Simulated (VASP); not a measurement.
# MnO (Fm-3m) in VASP: single point with r2SCAN

Aim: the single point of MnO with r2SCAN.

Program: VASP 6.6.1. These are calculated values, not measurements. Logs are shortened: lines on timing, memory, paths and dates and some standing lists are left out, and cuts for length are marked.

### Step 1. The cell of the first run

It takes space group Fm-3m (No. 225, cubic). Conventional cell: a = 4.432 Å, b = 4.432 Å, c = 4.432 Å, α = 90.00°, β = 90.00°, γ = 90.00°. Mn (site symmetry m-3m) has 6 O at 2.22 Å within 2.9 Å. Within 2.9 Å of O (site symmetry m-3m) lie 6 Mn at 2.22 Å.

### Step 2. Single point, r2SCAN, collinear spin, ferromagnetic start

The input, POSCAR:

```
MnO
1.0
    2.2158000000      2.2158000000      4.4316000000
    4.4316000000      2.2158000000      2.2158000000
    2.2158000000      4.4316000000      2.2158000000
Mn O
2 2
Direct
    0.0000000000      0.0000000000      0.0000000000
    0.5000000000      0.5000000000      0.5000000000
    0.2500000000      0.2500000000      0.2500000000
    0.7500000000      0.7500000000      0.7500000000
```

The input, INCAR.step1:

```
PREC = Accurate
ENCUT = 520
ISMEAR = 0
SIGMA = 0.02
LREAL = F
LASPH = T
NELM = 150
ISPIN = 2
MAGMOM = 5 5 0 0
LMAXMIX = 4
NBANDS = 31
GGA = PE
ALGO = Normal
EDIFF = 1E-4
LWAVE = T
LCHARG = F
```

The input, INCAR.step2:

```
PREC = Accurate
ENCUT = 520
EDIFF = 1E-7
ISMEAR = 0
SIGMA = 0.02
LREAL = F
LASPH = T
NELM = 150
ALGO = Normal
ISIF = 2
LWAVE = F
LCHARG = F
ISPIN = 2
MAGMOM = 5 5 0 0
LORBIT = 11
LMAXMIX = 4
METAGGA = R2SCAN
LMIXTAU = T
NBANDS = 31
ISTART = 1
```

The input, KPOINTS:

```
Automatic mesh
0
Gamma
  6 6 6
```

Potentials or basis: VASP PAW PBE potentials, release 64 (Mn_pv, O).

On the command line:

```sh
> cat potpaw_PBE.64/Mn_pv/POTCAR potpaw_PBE.64/O/POTCAR > POTCAR
> cp INCAR.step1 INCAR
> mpirun -np 1 vasp_std > vasp.out
> cp INCAR.step2 INCAR
> mpirun -np 1 vasp_std > vasp.out
```

OUTCAR:

```text
PREC = Accurate
   ENCUT = 520
   EDIFF = 1E-7
   ISMEAR = 0
   LREAL = F
   LASPH = T
   NELM = 150
   ISIF = 2
   ISPIN = 2
   LORBIT = 11
   METAGGA = R2SCAN
   ISTART = 1

 ion  position               nearest neighbor table
   1  0.000  0.000  0.000-   4 2.22   4 2.22   4 2.22   3 2.22   3 2.22   3 2.22   2 3.13   2 3.13
                             2 3.13   2 3.13   2 3.13   2 3.13
   2  0.500  0.500  0.500-   3 2.22   3 2.22   3 2.22   4 2.22   4 2.22   4 2.22   1 3.13   1 3.13
                             1 3.13   1 3.13   1 3.13   1 3.13
   3  0.250  0.250  0.250-   1 2.22   1 2.22   1 2.22   2 2.22   2 2.22   2 2.22
   4  0.750  0.750  0.750-   2 2.22   2 2.22   2 2.22   1 2.22   1 2.22   1 2.22

  LATTYP: Found a trigonal (rhomboedric) cell.
 ALAT       =     5.4275793721
 COS(alpha) =     0.8333333333

  Lattice vectors:

 A1 = (   2.2158000000,   2.2158000000,   4.4316000000)
 A2 = (   4.4316000000,   2.2158000000,   2.2158000000)
 A3 = (   2.2158000000,   4.4316000000,   2.2158000000)

Analysis of symmetry for initial positions (statically):
=====================================================================
 Subroutine PRICEL returns following result:

  LATTYP: Found a face centered cubic cell.
 ALAT       =     4.4316000000
[... 12 lines left out ...]
 Subroutine GETGRP returns: Found 12 space group operations
 (whereof 12 operations were pure point group operations)
 out of a pool of 12 trial point group operations.

The static configuration has the point symmetry D_3d.

Analysis of symmetry for dynamics (positions and initial velocities):
=====================================================================
 Subroutine PRICEL returns following result:

  LATTYP: Found a face centered cubic cell.
 ALAT       =     4.4316000000
[... 12 lines left out ...]
 Subroutine GETGRP returns: Found 12 space group operations
 (whereof 12 operations were pure point group operations)
 out of a pool of 12 trial point group operations.

The dynamic configuration has the point symmetry D_3d.

Analysis of structural, dynamic, and magnetic symmetry:
=====================================================================
 Subroutine PRICEL returns following result:

  LATTYP: Found a face centered cubic cell.
 ALAT       =     4.4316000000
[... 12 lines left out ...]
 Subroutine GETGRP returns: Found 12 space group operations
 (whereof 12 operations were pure point group operations)
 out of a pool of 12 trial point group operations.

The overall configuration has the point symmetry D_3d.

 Subroutine INISYM returns: Found 12 space group operations
 (whereof 12 operations are pure point group operations),
 and found     2 'primitive' translations

----------------------------------------------------------------------------------------

                                     Primitive cell

  volume of cell :      21.7581

  direct lattice vectors                    reciprocal lattice vectors
    -2.215800000  2.215800000  0.000000000    -0.225652135  0.225652135  0.225652135
     0.000000000  2.215800000 -2.215800000     0.225652135  0.225652135 -0.225652135
    -2.215800000  0.000000000 -2.215800000    -0.225652135 -0.225652135 -0.225652135

  length of vectors
     3.133614412  3.133614412  3.133614412     0.390840962  0.390840962  0.390840962

  position of ions in fractional coordinates (direct lattice)
     0.000000000  0.000000000  0.000000000
     0.500000000  0.500000000  0.500000000

  ion indices of the primitive-cell ions
   primitive index   ion index
                 1           1
                 2           3

----------------------------------------------------------------------------------------

 KPOINTS: Automatic mesh

Automatic generation of k-mesh.
 Grid dimensions read from file:
 generate k-points for:    6    6    6

 Generating k-lattice:

  Cartesian coordinates                     Fractional coordinates (reciprocal lattice)
    -0.018804345 -0.018804345  0.056413034     0.166666667  0.000000000  0.000000000
     0.056413034 -0.018804345 -0.018804345     0.000000000  0.166666667  0.000000000
    -0.018804345  0.056413034 -0.018804345     0.000000000  0.000000000  0.166666667

  Length of vectors
     0.062366955  0.062366955  0.062366955

  Shift w.r.t. Gamma in fractional coordinates (k-lattice)
     0.000000000  0.000000000  0.000000000

 Subroutine IBZKPT returns following result:
 ===========================================

 Found     32 irreducible k-points:

 Following reciprocal coordinates:
            Coordinates               Weight
  0.000000  0.000000  0.000000      1.000000
  0.166667 -0.000000 -0.000000      6.000000
  0.333333  0.000000  0.000000      6.000000
  0.500000 -0.000000 -0.000000      3.000000
  0.166667  0.166667  0.000000      6.000000
  0.333333  0.166667  0.000000     12.000000
[... 16 lines left out ...]
  0.500000  0.500000  0.166667      6.000000
 -0.333333  0.500000  0.166667     12.000000
 [... further k-points ...]
   k-points           NKPTS =     32   k-points in BZ     NKDIM =     32   number of bands    NBANDS=     31
   number of dos      NEDOS =    301   number of ions     NIONS =      4
   total plane-waves  NPLWV =  64000
   dimension x,y,z NGX =    40 NGY =   40 NGZ =   40
   dimension x,y,z NGXF=    80 NGYF=   80 NGZF=   80
   ions per type =               2   2
   NGX,Y,Z   is equivalent  to a cutoff of  12.25, 12.25, 12.25 a.u.
   NGXF,Y,Z  is equivalent  to a cutoff of  24.50, 24.50, 24.50 a.u.
 SYSTEM =  unknown system
   PREC   = accura    normal or accurate (medium, high low for compatibility)
   ISTART =      1    job   : 0-new  1-cont  2-samecut
   ICHARG =      0    charge: 1-file 2-atom 10-const
   ISPIN  =      2    spin polarized calculation?
   LNONCOLLINEAR =      F non collinear calculations
   LSORBIT =      F    spin-orbit coupling
   LASPH  =      T    aspherical Exc in radial PAW
   ENCUT  =  520.0 eV  38.22 Ry    6.18 a.u.  10.09 10.09 10.09*2*pi/ulx,y,z
   NELM   =    150;   NELMIN=  2; NELMDL=  0     # of ELM steps
   EDIFF  = 0.1E-06   stopping-criterion for ELM
   LREAL  =      F    real-space projection
   EDIFFG = 0.1E-05   stopping-criterion for IOM
   NSW    =      0    number of steps for IOM
   IBRION =     -1    ionic relax: 0-MD 1-quasi-New 2-CG
   NFREE  =      0    steps in history (QN), initial steepest desc. (CG)
   ISIF   =      2    stress and relaxation
   ISYM   =      2    0-nonsym 1-usesym 2-fastsym
   POTIM  = 0.5000    time-step for ionic-motion
   TEBEG  =    0.0;   TEEND  =   0.0 temperature during run
   PSTRESS=    0.0 pullay stress
   NELECT =      38.0000    total number of electrons
   NUPDOWN=      -1.0000    fix difference up-down
   EMIN   =  10.00;   EMAX   =-10.00  energy-range for DOS
   EFERMI =   0.00;   METHOD = LEGACY
   ISMEAR =     0;   SIGMA  =   0.02  broadening in eV -4-tet -1-fermi 0-gaus
   EFERMI_NEDOS =   21; number of points for ismear=-14 and -15
   IALGO  =     38    algorithm
   IMIX   =      4    mixing-type and parameters
     AMIX     =   0.40;   BMIX     =  1.00
     AMIX_MAG =   1.60;   BMIX_MAG =  1.00
  volume/ion in A,a.u.               =      10.88        73.42
  Fermi-wavevector in a.u.,A,eV,Ry     =   1.564776  2.956998 33.314185  2.448524
  Thomas-Fermi vector in A             =   2.667350
   LORBIT       =     11    0 simple, 1 ext, 2 COOP (PROOUT), +10 PAW based schemes
   METAGGA = R2SCAN    functional components
   LHFCALC =     F    Hartree Fock is set to
   AEXX    =    0.0000 exact exchange contribution
   IVDW    =     0    specifies the selected vdW correction
   LEPSILON=     F    determine dielectric tensor
   LRPA    =     F    only Hartree local field effects (RPA)
 spin polarized calculation
 Gauss-broadening in eV      SIGMA  =   0.02
  energy-cutoff  :      520.00
  volume of cell :       43.52
 maximum number of plane-waves:      1189
   NGX = 21   NGY = 21   NGZ = 21

 number of electron      38.0000000 magnetization      10.0000003

 number of electron      38.0000000 magnetization       9.9999997

 Free energy of the ion-electron system (eV)
  ---------------------------------------------------
  ext. energy  EPLUGINS =         0.00000000
  ---------------------------------------------------
  free energy    TOTEN  =       -48.96626300 eV

  energy without entropy =      -48.96615518  energy(sigma->0) =      -48.96620909

 E-fermi :   7.4794     XC(G=0): -12.5933

 val. band max:        7.4632086035   @ k =   0.5000   0.5000   0.0000
 cond. band min:       7.5584888548   @ k =   0.5000   0.5000   0.0000
 fundamental gap:      0.0952802513
 Fermi energy:         7.4794122967

 spin component 1

 k-point     1 :       0.0000    0.0000    0.0000
  band No.  band energies     occupation
      1     -45.1833      1.00000
      2     -45.1285      1.00000
      3     -45.1285      1.00000
      4     -45.1205      1.00000
      5     -45.1205      1.00000
      6     -45.1203      1.00000
[... 805 lines left out ...]
     30      18.5023      0.00000
     31      20.7400      0.00000

 [... further k-points ...]

 spin component 2

 k-point     1 :       0.0000    0.0000    0.0000
  band No.  band energies     occupation
      1     -38.8331      1.00000
      2     -38.7538      1.00000
      3     -38.7538      1.00000
      4     -38.7438      1.00000
      5     -38.7438      1.00000
      6     -38.7429      1.00000
[... 805 lines left out ...]
     30      20.4596      0.00000
     31      22.5262      0.00000

 [... further k-points ...]
[... 5 lines left out ...]
  --------------------------------------------------------------------------------------
  -------------------------------------------------------------------------------------
  Total        0.6853544      0.6853544      0.6853544      0.0032482      0.0032482      0.0032482
  in kB       25.2333037     25.2333037     25.2333037      0.1195918      0.1195918      0.1195918
  external PRESSURE =      25.2333037 kB  Pullay stress =       0.0000000 kB

 VOLUME and BASIS-vectors are now :
 -----------------------------------------------------------------------------
  energy-cutoff  :      520.00
  volume of cell :       43.52
      direct lattice vectors                 reciprocal lattice vectors
     2.215800000  2.215800000  4.431600000    -0.112826067 -0.112826067  0.338478202
     4.431600000  2.215800000  2.215800000     0.338478202 -0.112826067 -0.112826067
     2.215800000  4.431600000  2.215800000    -0.112826067  0.338478202 -0.112826067

 POSITION                                       TOTAL-FORCE (eV/Angst)
 -----------------------------------------------------------------------------------
      0.00000      0.00000      0.00000        -0.000000      0.000000     -0.000000
      4.43160      4.43160      4.43160        -0.000000     -0.000000      0.000000
      2.21580      2.21580      2.21580         0.000000      0.000000      0.000000
      6.64740      6.64740      6.64740        -0.000000     -0.000000     -0.000000
 -----------------------------------------------------------------------------------
    total drift:                               -0.000000     -0.000000      0.000000

  FREE ENERGIE OF THE ION-ELECTRON SYSTEM (eV)
  ---------------------------------------------------
  free  energy   TOTEN  =       -48.9662630019 eV

  energy  without entropy=      -48.9661551790  energy(sigma->0) =      -48.96620909

 total charge

# of ion       s       p       d       tot
------------------------------------------
    1        0.210   6.175   4.966  11.351
    2        0.210   6.175   4.966  11.351
    3        1.559   3.475   0.000   5.034
    4        1.559   3.475   0.000   5.034
--------------------------------------------------
tot          3.539  19.300   9.932  32.771

 magnetization (x)

# of ion       s       p       d       tot
------------------------------------------
    1        0.029   0.022   4.490   4.541
    2        0.029   0.022   4.490   4.541
    3        0.032   0.204   0.000   0.236
    4        0.032   0.204   0.000   0.236
--------------------------------------------------
tot          0.122   0.452   8.980   9.554
```

Wall time 17 min (1 thread of Intel Xeon 8259CL, shared host); peak memory 0.35 GiB.

Results:

* Free energy: -48.9663 eV
* Pressure: 2.5 GPa
* Band gap on the k mesh: zero (filled and empty bands touch)
* Net moment: 10.00 μB per cell
* Site moments: Mn +4.54; O +0.24 μB
* Valence electrons inside the program's atomic spheres: Mn 11.35; O 5.03

Caveat: the k points lie up to 0.39 Å⁻¹ apart; the PAW data sets were made with another functional, which shifts forces and pressure a little; semilocal functionals often make such compounds metallic where correlation or magnetic order opens a gap, which also shifts bond lengths; the run started ferromagnetic, and an antiferromagnetic order may lie lower in energy. With open d or f shells a metallic result of r2SCAN can be an artefact of self-interaction; +U or a hybrid may open a gap.

The gap in the log of VASP goes by the Fermi energy; the results here count the filled bands.